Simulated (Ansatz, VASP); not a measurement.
**One calculation of CoO, two programs**

```
CELL_PARAMETERS angstrom
1.43541 0.82873 2.34405
-1.43541 0.82873 2.34405
0.00000 -1.65746 2.34405
ATOMIC_POSITIONS crystal
Co 0.00000 0.00000 0.00000
O 0.50000 0.50000 0.50000
```

Alike in both runs: functional r2SCAN; k mesh 12 × 12 × 12; occupations gaussian, width 0.02 eV; no spin polarisation.

Ansatz relaxed the structure, and its values are those at the end. VASP's run is a single point on that final structure, the one shown.

|  | VASP | Ansatz |
| --- | --- | --- |
| version | VASP 6.6.1 | Ansatz 0.2.0 |
| potentials or method | VASP PAW PBE potentials, release 64 (Co, O), cutoff 520 eV | scalar-relativistic, plane waves, PAW |
| valence electrons in the cell | 15 | 23 |

```tsv
	VASP	Ansatz	Ansatz less VASP
gap on the k mesh at the Fermi level (eV)	none	none	-
pressure (GPa)	1.0	0.0	-1.05
```

VASP's potentials were made for PBE, not for r2SCAN. A gap of «none» marks a metal or a gap that the smearing closes. VASP's potentials hold 15 valence electrons a cell and Ansatz's 23, so a difference there can come from the potentials and not from the codes.
